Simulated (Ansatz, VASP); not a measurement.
**TiAl3: VASP beside Ansatz**

The input INCAR:

```
ALGO = Fast
EDIFF = 1E-7
EDIFFG = -0.01
ENCUT = 600
GGA = CA
IBRION = 2
ISIF = 3
ISMEAR = 0
LASPH = T
LCHARG = F
LREAL = F
LWAVE = F
NELM = 80
NSW = 80
PREC = Accurate
SIGMA = 0.1
```

The input KPOINTS:

```
k-points
0
Gamma
  14 10 10
```

File POSCAR:

```
TiAl3
1.0
    2.8396770000      0.0000000000      0.0000000000
    0.0000000000      4.6812640000      0.0000000000
    0.0000000000      0.0000000000      4.9007420000
Ti Al
1 3
Direct
    0.0000000000      0.5000000000      0.1659160000
    0.5000000000      0.5000000000      0.6672710000
    0.5000000000      0.0000000000      0.3309120000
    0.0000000000      0.0000000000      0.8359000000
```

Input for Ansatz:

```yaml
crystal:
  lattice:
    - [2.839677, 0.0, 0.0]
    - [0.0, 4.681264, 0.0]
    - [0.0, 0.0, 4.900742]
  atoms:
    - { symbol: Ti, position: [0.0, 0.5, 0.165916] }
    - { symbol: Al, position: [0.5, 0.5, 0.667271] }
    - { symbol: Al, position: [0.5, 0.0, 0.330912] }
    - { symbol: Al, position: [0.0, 0.0, 0.8359] }
basis:
  ecutwfc: 420
kpoints:
  mp_grid: { grid: [14, 10, 10] }
hamiltonian:
  xc: lda
scf:
  occupations: { method: gaussian, width: 0.1 }
output:
  forces: true
  stress: true
  eigenvalues: true
relax:
  adjacent_minimum: "off"
  f_tol: 0.01
  max_steps: 60
  cell: { stress_tol: 0.05 }
```

Alike in both runs: task relaxation of cell and atoms; functional LDA; k mesh 14 × 10 × 10; occupations gaussian, width 0.1 eV; no spin polarisation.

|  | VASP | Ansatz |
| --- | --- | --- |
| version | VASP 6.6.1 | Ansatz 0.2.0 |
| potentials or method | VASP PAW LDA potentials, release 64 (Ti_sv, Al), cutoff 600 eV | scalar-relativistic, plane waves, PAW |
| valence electrons in the cell | 21 | 21 |

```csv
,VASP,Ansatz,Ansatz less VASP
"gap on the k mesh at the Fermi level, each at its own relaxed structure (eV)",none,none,-
relaxed volume (Å³/atom),15.48,15.46,-0.017
relaxed cell length with the largest relative difference (Å),4.852,4.850,-0.0022
```

LDA's correlation is that of Perdew and Zunger in VASP and of Perdew and Wang (1992) in Ansatz. A gap of «none» marks a metal or a gap that the smearing closes.
